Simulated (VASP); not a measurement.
# BAs (F-43m) in VASP: a series of runs

BAs is run at these levels: PBEsol, PBE; tasks: electric field gradients.

Program: VASP 6.6.1. These are calculated values, not measurements. Logs are shortened: lines on timing, memory, paths and dates and some standing lists are left out, and cuts for length are marked.

## (1) The cell of the first run

Symmetry: F-43m, No. 216, cubic system. Conventional cell: a = 4.777 Å, b = 4.777 Å, c = 4.777 Å, α = 90.00°, β = 90.00°, γ = 90.00°. Within 2.7 Å of B (site symmetry -43m) lie 4 As at 2.07 Å. Within 2.7 Å of As (site symmetry -43m) lie 4 B at 2.07 Å.

## (2) Electric field gradients, PBEsol

INCAR

```
PREC     = Accurate       # precision mode
ENCUT    = 520            # plane-wave cutoff, eV
EDIFF    = 1E-8           # SCF threshold, eV
ISMEAR   = -1             # smearing method
SIGMA    = 0.02           # smearing width, eV
LREAL    = F              # projectors in reciprocal space
LASPH    = T              # aspherical terms in the spheres
NELM     = 100            # most SCF steps
ALGO     = Normal         # electronic algorithm
ISIF     = 2              # what is computed and relaxed
LWAVE    = F              # write WAVECAR
LCHARG   = F              # write CHGCAR
GGA      = PS             # functional
LEFG     = T            
NBANDS   = 11             # bands
```

KPOINTS

```
Automatic mesh
0
Gamma
  16 16 16
```

POSCAR

```
BAs
1.0
    0.0000000000      2.3885000000      2.3885000000
    2.3885000000      0.0000000000      2.3885000000
    2.3885000000      2.3885000000      0.0000000000
B As
1 1
Direct
    0.0000000000      0.0000000000      0.0000000000
    0.2500000000      0.2500000000      0.2500000000
```

Potentials or basis: VASP PAW PBE potentials, release 64 (B, As).

Started as:

```sh
$ cat potpaw_PBE.64/B/POTCAR potpaw_PBE.64/As/POTCAR > POTCAR
$ mpirun -np 1 vasp_std > vasp.out
```

OUTCAR:

```text
PREC = Accurate
   ENCUT = 520
   EDIFF = 1E-8
   ISMEAR = -1
   LREAL = F
   LASPH = T
   NELM = 100
   ISIF = 2
   GGA = PS

 ion  position               nearest neighbor table
   1  0.000  0.000  0.000-   2 2.07   2 2.07   2 2.07   2 2.07
   2  0.250  0.250  0.250-   1 2.07   1 2.07   1 2.07   1 2.07

  LATTYP: Found a face centered cubic cell.
 ALAT       =     4.7770000000

  Lattice vectors:

 A1 = (   0.0000000000,   2.3885000000,   2.3885000000)
 A2 = (   2.3885000000,   0.0000000000,   2.3885000000)
 A3 = (   2.3885000000,   2.3885000000,   0.0000000000)

Analysis of symmetry for initial positions (statically):
=====================================================================
 Subroutine PRICEL returns:
 Original cell was already a primitive cell.

 Routine SETGRP: Setting up the symmetry group for a
 face centered cubic supercell.

 Subroutine GETGRP returns: Found 24 space group operations
 (whereof 24 operations were pure point group operations)
 out of a pool of 48 trial point group operations.

The static configuration has the point symmetry T_d .

Analysis of symmetry for dynamics (positions and initial velocities):
=====================================================================
 Subroutine PRICEL returns:
 Original cell was already a primitive cell.

 Routine SETGRP: Setting up the symmetry group for a
 face centered cubic supercell.

 Subroutine GETGRP returns: Found 24 space group operations
 (whereof 24 operations were pure point group operations)
 out of a pool of 48 trial point group operations.

The dynamic configuration has the point symmetry T_d .

 Subroutine INISYM returns: Found 24 space group operations
 (whereof 24 operations are pure point group operations),
 and found     1 'primitive' translations

----------------------------------------------------------------------------------------

                                     Primitive cell

  volume of cell :      27.2525

  direct lattice vectors                    reciprocal lattice vectors
     0.000000000  2.388500000  2.388500000    -0.209336404  0.209336404  0.209336404
     2.388500000  0.000000000  2.388500000     0.209336404 -0.209336404  0.209336404
     2.388500000  2.388500000  0.000000000     0.209336404  0.209336404 -0.209336404

  length of vectors
     3.377849094  3.377849094  3.377849094     0.362581287  0.362581287  0.362581287

  position of ions in fractional coordinates (direct lattice)
     0.000000000  0.000000000  0.000000000
     0.250000000  0.250000000  0.250000000

  ion indices of the primitive-cell ions
   primitive index   ion index
                 1           1
                 2           2

----------------------------------------------------------------------------------------

 KPOINTS: Automatic mesh

Automatic generation of k-mesh.
 Grid dimensions read from file:
 generate k-points for:   16   16   16

 Generating k-lattice:

  Cartesian coordinates                     Fractional coordinates (reciprocal lattice)
    -0.013083525  0.013083525  0.013083525     0.062500000  0.000000000  0.000000000
     0.013083525 -0.013083525  0.013083525     0.000000000  0.062500000  0.000000000
     0.013083525  0.013083525 -0.013083525     0.000000000  0.000000000  0.062500000

  Length of vectors
     0.022661330  0.022661330  0.022661330

  Shift w.r.t. Gamma in fractional coordinates (k-lattice)
     0.000000000  0.000000000  0.000000000

 Subroutine IBZKPT returns following result:
 ===========================================

 Found    145 irreducible k-points:

 Following reciprocal coordinates:
            Coordinates               Weight
  0.000000  0.000000  0.000000      1.000000
  0.062500  0.000000  0.000000      8.000000
  0.125000  0.000000  0.000000      8.000000
  0.187500  0.000000  0.000000      8.000000
  0.250000  0.000000  0.000000      8.000000
  0.312500  0.000000  0.000000      8.000000
[... 16 lines left out ...]
 -0.125000  0.062500  0.000000     24.000000
 -0.062500  0.062500  0.000000     12.000000
 [... further k-points ...]
   k-points           NKPTS =    145   k-points in BZ     NKDIM =    145   number of bands    NBANDS=     11
   number of dos      NEDOS =    301   number of ions     NIONS =      2
   total plane-waves  NPLWV =  21952
   dimension x,y,z NGX =    28 NGY =   28 NGZ =   28
   dimension x,y,z NGXF=    56 NGYF=   56 NGZF=   56
   ions per type =               1   1
   NGX,Y,Z   is equivalent  to a cutoff of  13.78, 13.78, 13.78 a.u.
   NGXF,Y,Z  is equivalent  to a cutoff of  27.56, 27.56, 27.56 a.u.
 SYSTEM =  unknown system
   PREC   = accura    normal or accurate (medium, high low for compatibility)
   ISTART =      0    job   : 0-new  1-cont  2-samecut
   ICHARG =      2    charge: 1-file 2-atom 10-const
   ISPIN  =      1    spin polarized calculation?
   LNONCOLLINEAR =      F non collinear calculations
   LSORBIT =      F    spin-orbit coupling
   LASPH  =      T    aspherical Exc in radial PAW
   ENCUT  =  520.0 eV  38.22 Ry    6.18 a.u.   6.28  6.28  6.28*2*pi/ulx,y,z
   NELM   =    100;   NELMIN=  2; NELMDL= -5     # of ELM steps
   EDIFF  = 0.1E-07   stopping-criterion for ELM
   LREAL  =      F    real-space projection
   EDIFFG = 0.1E-06   stopping-criterion for IOM
   NSW    =      0    number of steps for IOM
   IBRION =     -1    ionic relax: 0-MD 1-quasi-New 2-CG
   NFREE  =      0    steps in history (QN), initial steepest desc. (CG)
   ISIF   =      2    stress and relaxation
   ISYM   =      2    0-nonsym 1-usesym 2-fastsym
   POTIM  = 0.5000    time-step for ionic-motion
   TEBEG  =    0.0;   TEEND  =   0.0 temperature during run
   PSTRESS=    0.0 pullay stress
   NELECT =       8.0000    total number of electrons
   NUPDOWN=      -1.0000    fix difference up-down
   EMIN   =  10.00;   EMAX   =-10.00  energy-range for DOS
   EFERMI =   0.00;   METHOD = LEGACY
   ISMEAR =    -1;   SIGMA  =   0.02  broadening in eV -4-tet -1-fermi 0-gaus
   EFERMI_NEDOS =   21; number of points for ismear=-14 and -15
   IALGO  =     38    algorithm
   IMIX   =      4    mixing-type and parameters
     AMIX     =   0.40;   BMIX     =  1.00
     AMIX_MAG =   1.60;   BMIX_MAG =  1.00
  volume/ion in A,a.u.               =      13.63        91.95
  Fermi-wavevector in a.u.,A,eV,Ry     =   1.088018  2.056057 16.106360  1.183784
  Thomas-Fermi vector in A             =   2.224191
   LORBIT       =      0    0 simple, 1 ext, 2 COOP (PROOUT), +10 PAW based schemes
   GGA     = PS    functional components
   LHFCALC =     F    Hartree Fock is set to
   AEXX    =    0.0000 exact exchange contribution
   IVDW    =     0    specifies the selected vdW correction
   LEPSILON=     F    determine dielectric tensor
   LRPA    =     F    only Hartree local field effects (RPA)
 non-spin polarized calculation
  energy-cutoff  :      520.00
  volume of cell :       27.25
 maximum number of plane-waves:       754
 NGX is ok and might be reduce to    28
   NGX = 13   NGY = 13   NGZ = 13

 number of electron       8.0000000 magnetization

 Free energy of the ion-electron system (eV)
  ---------------------------------------------------
  ext. energy  EPLUGINS =         0.00000000
  ---------------------------------------------------
  free energy    TOTEN  =       -12.20430429 eV

  energy without entropy =      -12.20430429  energy(sigma->0) =      -12.20430429

 E-fermi :   6.4648     XC(G=0): -10.7311

 val. band max:        6.0437274237   @ k =   0.0000   0.0000   0.0000
 cond. band min:       7.1363257704   @ k =   0.3750   0.3750   0.0000
 fundamental gap:      1.0925983467
 Fermi energy:         6.4647796546

 k-point     1 :       0.0000    0.0000    0.0000
  band No.  band energies     occupation
      1      -9.3932      2.00000
      2       6.0437      2.00000
      3       6.0437      2.00000
      4       6.0437      2.00000
      5       9.2837      0.00000
      6       9.2837      0.00000
      7       9.2837      0.00000
      8      10.7255      0.00000
      9      15.3905      0.00000
     10      18.9746      0.00000
     11      18.9746      0.00000
[... 309 lines left out ...]
 k-point    24 :      -0.0625    0.0625    0.0000
  band No.  band energies     occupation
      1      -9.2217      2.00000
      2       4.7965      2.00000
      3       5.2811      2.00000
      4       5.9313      2.00000
      5       9.4677      0.00000
      6       9.5090      0.00000
      7       9.9262      0.00000
      8      11.5831      0.00000
      9      16.0834      0.00000
     10      17.4104      0.00000
     11      18.1519      0.00000

 [... further k-points ...]

------------------------ aborting loop because EDIFF is reached ----------------------------------------

  FORCE on cell =-STRESS in cart. coord.  units (eV):
  Direction    XX          YY          ZZ          XY          YZ          ZX
  --------------------------------------------------------------------------------------
  -------------------------------------------------------------------------------------
  Total        0.0104517      0.0104517      0.0104517     -0.0000000     -0.0000000      0.0000000
  in kB        0.6144585      0.6144585      0.6144585     -0.0000000     -0.0000000      0.0000000
  external PRESSURE =       0.6144585 kB  Pullay stress =       0.0000000 kB

 VOLUME and BASIS-vectors are now :
 -----------------------------------------------------------------------------
  energy-cutoff  :      520.00
  volume of cell :       27.25
      direct lattice vectors                 reciprocal lattice vectors
     0.000000000  2.388500000  2.388500000    -0.209336404  0.209336404  0.209336404
     2.388500000  0.000000000  2.388500000     0.209336404 -0.209336404  0.209336404
     2.388500000  2.388500000  0.000000000     0.209336404  0.209336404 -0.209336404

 POSITION                                       TOTAL-FORCE (eV/Angst)
 -----------------------------------------------------------------------------------
      0.00000      0.00000      0.00000        -0.000000      0.000000      0.000000
      1.19425      1.19425      1.19425         0.000000     -0.000000     -0.000000
 -----------------------------------------------------------------------------------
    total drift:                               -0.000000     -0.000000     -0.000000

  FREE ENERGIE OF THE ION-ELECTRON SYSTEM (eV)
  ---------------------------------------------------
  free  energy   TOTEN  =       -12.2043042867 eV

  energy  without entropy=      -12.2043042867  energy(sigma->0) =      -12.20430429

 Electric field gradients (V/A^2)
---------------------------------------------------------------------
 ion       V_xx      V_yy      V_zz      V_xy      V_xz      V_yz
---------------------------------------------------------------------
   1       0.000    -0.000    -0.000    -0.000    -0.000    -0.000
   2      -0.000     0.000     0.000     0.000     0.000     0.000
---------------------------------------------------------------------

 Electric field gradients after diagonalization (V/A^2)
 (convention: |V_zz| > |V_xx| > |V_yy|)
----------------------------------------------------------------------
 ion       V_xx      V_yy      V_zz     asymmetry (V_yy - V_xx)/ V_zz
----------------------------------------------------------------------
   1       0.000     0.000    -0.000       0.000
   2      -0.000    -0.000     0.000       0.000
----------------------------------------------------------------------

           NMR quadrupolar parameters

 Cq : quadrupolar parameter    Cq=e*Q*V_zz/h
 eta: asymmetry parameters     (V_yy - V_xx)/ V_zz
 Q  : nuclear electric quadrupole moment in mb (millibarn)
----------------------------------------------------------------------
 ion       Cq(MHz)       eta       Q (mb)
----------------------------------------------------------------------
   1      -0.000       0.000       1.000
   2       0.000       0.000       1.000
----------------------------------------------------------------------
```

It took 21 s on 1 thread of Intel Xeon 6975P-C (Granite Rapids), shared host; peak memory 0.19 GiB.

Results:

```yaml
Free_energy: -12.2043 eV
Pressure: 0.1 GPa
Band_gap_on_the_k_mesh: 1.09 eV, indirect (least direct gap 3.24 eV)
```

Caveat: without QUAD_EFG the Cq values of the log hold for a quadrupole moment of 1 mb, not for the nuclei; the PAW data sets were made with another functional, which shifts forces and pressure a little. A k mesh can miss the band edges.

## (3) Electric field gradients, PBE

INCAR

```
PREC = Accurate ; ENCUT = 520
EDIFF = 1E-8 ; ISMEAR = -1
SIGMA = 0.02 ; LREAL = F
LASPH = T ; NELM = 100
ALGO = Normal ; ISIF = 2
LWAVE = F ; LCHARG = F
GGA = PE ; LEFG = T
NBANDS = 11
```

KPOINTS

```
regular mesh
0
Gamma
  16 16 16
```

POSCAR is that of step 2.

Potentials or basis: VASP PAW PBE potentials, release 64 (B, As).

Started as:

```sh
$ cat potpaw_PBE.64/B/POTCAR potpaw_PBE.64/As/POTCAR > POTCAR
$ mpirun -np 1 vasp_std > vasp.out
```

OUTCAR:

```text
PREC = Accurate
   ENCUT = 520
   EDIFF = 1E-8
   ISMEAR = -1
   LREAL = F
   LASPH = T
   NELM = 100
   ISIF = 2
   GGA = PE

 ion  position               nearest neighbor table
   1  0.000  0.000  0.000-   2 2.07   2 2.07   2 2.07   2 2.07
   2  0.250  0.250  0.250-   1 2.07   1 2.07   1 2.07   1 2.07

  LATTYP: Found a face centered cubic cell.
 ALAT       =     4.7770000000

  Lattice vectors:

 A1 = (   0.0000000000,   2.3885000000,   2.3885000000)
 A2 = (   2.3885000000,   0.0000000000,   2.3885000000)
 A3 = (   2.3885000000,   2.3885000000,   0.0000000000)

[... 547 lines left out ...]
  free  energy   TOTEN  =       -11.4067962425 eV

  energy  without entropy=      -11.4067962424  energy(sigma->0) =      -11.40679624

 Electric field gradients (V/A^2)
---------------------------------------------------------------------
 ion       V_xx      V_yy      V_zz      V_xy      V_xz      V_yz
---------------------------------------------------------------------
   1      -0.000    -0.000     0.000    -0.000    -0.000    -0.000
   2       0.000    -0.000     0.000     0.000     0.000     0.000
---------------------------------------------------------------------

 Electric field gradients after diagonalization (V/A^2)
 (convention: |V_zz| > |V_xx| > |V_yy|)
----------------------------------------------------------------------
 ion       V_xx      V_yy      V_zz     asymmetry (V_yy - V_xx)/ V_zz
----------------------------------------------------------------------
   1       0.000     0.000    -0.000       0.000
   2      -0.000    -0.000     0.000       0.000
----------------------------------------------------------------------

           NMR quadrupolar parameters

 Cq : quadrupolar parameter    Cq=e*Q*V_zz/h
 eta: asymmetry parameters     (V_yy - V_xx)/ V_zz
 Q  : nuclear electric quadrupole moment in mb (millibarn)
----------------------------------------------------------------------
 ion       Cq(MHz)       eta       Q (mb)
----------------------------------------------------------------------
   1      -0.000       0.000       1.000
   2       0.000       0.000       1.000
----------------------------------------------------------------------
```

OSZICAR:

```text
N       E                     dE             d eps       ncg     rms          rms(c)
DAV:   1     0.126335906166E+02    0.12634E+02   -0.38561E+03  3190   0.648E+02
DAV:   2    -0.112764393634E+02   -0.23910E+02   -0.22672E+02  4248   0.104E+02
DAV:   3    -0.120437031105E+02   -0.76726E+00   -0.76515E+00  3970   0.172E+01
DAV:   4    -0.120459253658E+02   -0.22223E-02   -0.22222E-02  3514   0.104E+00
DAV:   5    -0.120459287304E+02   -0.33646E-05   -0.33649E-05  3883   0.435E-02    0.493E+00
DAV:   6    -0.114726199905E+02    0.57331E+00   -0.15822E+00  3415   0.511E+00    0.240E+00
DAV:   7    -0.114131203347E+02    0.59500E-01   -0.19354E-01  3754   0.216E+00    0.984E-01
DAV:   8    -0.114063327215E+02    0.67876E-02   -0.20228E-02  3598   0.809E-01    0.982E-02
DAV:   9    -0.114066349172E+02   -0.30220E-03   -0.76147E-04  3684   0.160E-01    0.586E-02
DAV:  10    -0.114067900615E+02   -0.15514E-03   -0.19127E-04  3392   0.844E-02    0.122E-02
DAV:  11    -0.114067959367E+02   -0.58753E-05   -0.53476E-06  3942   0.156E-02    0.105E-02
DAV:  12    -0.114067960706E+02   -0.13393E-06   -0.27038E-06  3355   0.897E-03    0.368E-03
DAV:  13    -0.114067961223E+02   -0.51676E-07   -0.85370E-08  3940   0.188E-03    0.115E-03
DAV:  14    -0.114067962370E+02   -0.11471E-06   -0.12889E-08  3328   0.758E-04    0.130E-04
DAV:  15    -0.114067962425E+02   -0.54298E-08   -0.27873E-10  1652   0.124E-04
   1 F= -.11406796E+02 E0= -.11406796E+02  d E =-.106335E-10
```

Run time: 82 s. Hardware: 1 thread of Intel Xeon Platinum 8259CL at 2.50GHz (Skylake/Cascade Lake), shared host; peak memory 0.19 GiB.

What came out:

* Free energy: -11.4068 eV
* Pressure: 3.4 GPa
* Band gap on the k mesh: 1.19 eV, indirect (least direct gap 3.28 eV)

Caveat: without QUAD_EFG the Cq values of the log hold for a quadrupole moment of 1 mb, not for the nuclei. A k mesh can miss the band edges.
